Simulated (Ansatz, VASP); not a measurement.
**SrO: VASP beside Ansatz**

POSCAR

```
SrO
1.0
    3.1028650670      0.0000000000      0.0000000000
    0.0000000000      3.1028650670      0.0000000000
    0.0000000000      0.0000000000      3.1028650670
Sr O
1 1
Direct
    0.0000000000      0.0000000000      0.0000000000
    0.5000000000      0.5000000000      0.5000000000
```

INCAR.step1

```
ALGO = Normal ; EDIFF = 1E-4
ENCUT = 520 ; GGA = PE
ISMEAR = 0 ; LASPH = T
LCHARG = F ; LREAL = F
LWAVE = T ; NBANDS = 15
NELM = 60 ; PREC = Accurate
SIGMA = 0.01
```

Contents of INCAR.step2:

```
ALGO = Normal ; EDIFF = 1E-6
ENCUT = 520 ; ISIF = 2
ISMEAR = 0 ; ISTART = 1
LASPH = T ; LCHARG = F
LMIXTAU = T ; LREAL = F
LWAVE = F ; METAGGA = R2SCAN
NBANDS = 15 ; NELM = 60
PREC = Accurate ; SIGMA = 0.01
```

File KPOINTS:

```
k-points
0
Gamma
  8 8 8
```

Input for Ansatz:

```yaml
crystal:
  lattice:
    - [3.102865067, 0.0, 0.0]
    - [0.0, 3.102865067, 0.0]
    - [0.0, 0.0, 3.102865067]
  atoms:
    - { symbol: Sr, position: [0.0, 0.0, 0.0] }
    - { symbol: O, position: [0.5, 0.5, 0.5] }
kpoints:
  mp_grid: { grid: [8, 8, 8] }
  band_path:
    path:
      - [0.0, 0.0, 0.0]
      - [0.0, 0.5, 0.0]
      - [0.5, 0.5, 0.0]
      - [0.5, 0.5, 0.5]
      - [0.0, 0.5, 0.5]
    npoints: 1
hamiltonian:
  xc: r2scan
scf:
  occupations: { method: fixed }
  n_extra_bands: 4
output:
  forces: true
  stress: true
  eigenvalues: true
```

Alike in both runs: task single point; functional r2SCAN; k mesh 8 × 8 × 8; no spin polarisation.

```csv
,VASP,Ansatz
version,VASP 6.6.1,Ansatz 0.2.0
potentials or method,"VASP PAW PBE potentials, release 64 (Sr_sv, O)","plane waves, PAW"
plane-wave cutoff (eV),520,500
occupations,"gaussian, width 0.01 eV",fixed
valence electrons in the cell,16,16
```

Ansatz gave:

- gap on the k mesh at the Fermi level (eV): 3.31
- pressure (GPa): 0.0

What did VASP give for the same quantities?

gap on the k mesh at the Fermi level (eV): 3.24; pressure (GPa): 0.8.

VASP's potentials were made for PBE, not for r2SCAN.
